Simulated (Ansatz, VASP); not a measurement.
## ZnF2 in VASP and in Ansatz

```
Zn F
1.0
     4.79607    0.00000    0.00000
     0.00000    4.79607    0.00000
     0.00000    0.00000    3.19050
Zn F
2 4
Direct
  0.00000 0.00000 0.00000
  0.50000 0.50000 0.50000
  0.30531 0.30531 0.00000
  0.19469 0.80531 0.50000
  0.69469 0.69469 0.00000
  0.80531 0.19469 0.50000
```

Alike in both runs: functional r2SCAN; k mesh 6 × 6 × 10; occupations fermi-dirac, width 0.02 eV; no spin polarisation.

Ansatz relaxed the structure, and its values are those at the end. VASP's run is a single point on that final structure, the one shown.

```csv
,VASP,Ansatz
version,VASP 6.6.1,Ansatz 0.2.0
potentials or method,"VASP PAW PBE potentials, release 64 (Zn, F), cutoff 660 eV",PAW plane waves
valence electrons in the cell,52,52
```

|  | VASP | Ansatz | Ansatz less VASP |
| --- | --- | --- | --- |
| gap on the k mesh at the Fermi level (eV) | 4.17 | 4.22 | +0.044 |
| pressure (GPa) | -5.9 | -6.1 | -0.15 |
| rms of the force components (eV/Å) | 0.008 | 0.001 | -0.0077 |

VASP's potentials were made for PBE, not for r2SCAN. Ansatz's warnings: stress scf threshold loose.
